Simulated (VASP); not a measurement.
Input of a VASP 6.6.1 run:

INCAR

```
ALGO     = Normal         # electronic algorithm
EDIFF    = 1E-6           # SCF threshold, eV
ENCUT    = 520            # plane-wave cutoff, eV
GGA      = PE             # functional
ISIF     = 2              # what is computed and relaxed
ISMEAR   = 0              # smearing method
LASPH    = True           # aspherical terms in the spheres
LCHARG   = True           # write CHGCAR
LELF     = True           # ELF
LREAL    = False          # projectors in reciprocal space
LVHAR    = True         
LWAVE    = False          # write WAVECAR
NBANDS   = 17             # bands
NELM     = 100            # most SCF steps
PREC     = Accurate       # precision mode
SIGMA    = 0.03           # smearing width, eV
```

Contents of KPOINTS:

```
k-points
0
Gamma
  10 10 10
```

Contents of POSCAR:

```
PbSe
1.0
    0.0000000000      3.0621500000      3.0621500000
    3.0621500000      0.0000000000      3.0621500000
    3.0621500000      3.0621500000      0.0000000000
Pb Se
1 1
Direct
    0.0000000000      0.0000000000      0.0000000000
    0.4938768512      0.5061231488      0.5061231488
```

Potentials or basis: VASP PAW PBE potentials, release 64 (Pb_d, Se).

Run with:

```bash
$ cat potpaw_PBE.64/Pb_d/POTCAR potpaw_PBE.64/Se/POTCAR > POTCAR
$ mpirun -np 1 vasp_std > vasp.out
```

Question: What does it give for the pressure?

Answer: 2.3 GPa.

Question: What does it give for the band gap on the k mesh?

Answer: 0.32 eV.

Question: What does it give for the largest force?

Answer: 0.024 eV/Å.

Forces in eV/Å, atoms in the order of the input:
```
Pb   0.024  0.000  0.000
Se  -0.024  0.000  0.000
```

Caveat: the cell differs from its parent crystal (all Se atoms moved +0.037 Å, as atom 2 along Cartesian [1 0 0]); spin-orbit coupling is left out, which moves the levels of the heavy elements. A k mesh can miss the band edges.
